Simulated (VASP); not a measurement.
## BaIr2: single point with PBE

The system is BaIr2.

```
CELL_PARAMETERS angstrom
4.26387 0.00000 0.00000
-2.13194 3.69262 0.00000
0.00000 0.00000 4.99165
ATOMIC_POSITIONS crystal
Ba 0.00000 0.00000 0.00000
Ir 0.66667 0.33333 0.50000
Ir 0.33333 0.66667 0.50000
```

The cell was generated, and may not be a known phase.

```json
{"Program": "VASP 6.6.1", "Task": "single point", "Functional": "PBE", "Potentials or basis": "VASP PAW PBE potentials, release 64 (Ba_sv, Ir)", "Cutoff": "520 eV", "k mesh": "6 × 6 × 4", "Occupations": "gaussian, width 0.1 eV", "Spin": "collinear spin", "Starting moments": "[0.0, 1.0, 1.0] μB", "Dipole correction": "no", "Further INCAR settings": "ALGO = Normal; EDIFF = 1e-06; NBANDS = 25"}
```

The pressure is 0.6 GPa and the net moment is 0.36 μB per cell. The site moments are Ba -0.00; Ir +0.17 μB and the valence electrons inside the program's atomic spheres are Ba 7.95; Ir 8.26.

Stress tensor (GPa, compression positive):
```
0.75 0.00 0.00
0.00 0.75 0.00
0.00 0.00 0.43
```

Levels at points of the mesh, in eV from the Fermi level:
Spin up:
```tsv
k point	band 13	band 14	band 15	band 16	band 17	band 18
(0.00, 0.00, 0.00)	-0.81	-0.80	-0.80	2.40	2.55	2.75
(0.50, 0.00, 0.00)	-1.72	0.15	0.46	2.10	2.43	3.33
(0.00, 0.00, 0.50)	-1.45	-0.52	-0.40	-0.40	3.72	4.05
(0.50, 0.00, 0.50)	-0.80	0.08	0.49	0.88	1.83	1.86
```
Spin down:
```
           k point  band 10  band 11  band 12  band 13  band 14  band 15  band 16  band 17  band 18  band 19
(0.00, 0.00, 0.00)    -2.68    -2.45    -2.45    -0.74    -0.65    -0.65     2.41     2.57     2.76     2.76
(0.50, 0.00, 0.00)    -2.63    -2.07    -1.83    -1.66     0.31     0.57     2.21     2.49     3.35     3.95
(0.00, 0.00, 0.50)    -2.65    -2.65    -2.42    -1.46    -0.44    -0.24    -0.24     3.73     4.06     4.06
(0.50, 0.00, 0.50)    -2.42    -1.29    -1.27    -0.75     0.24     0.60     0.88     1.88     1.93     3.22
```

Run time: 120 s on 1 thread of Intel Xeon 8259CL, on a shared host, peak memory 0.26 GiB.

Caveat: a moment this small can come from the mesh or the smearing; spin-orbit coupling is left out, which moves the levels of the heavy elements.
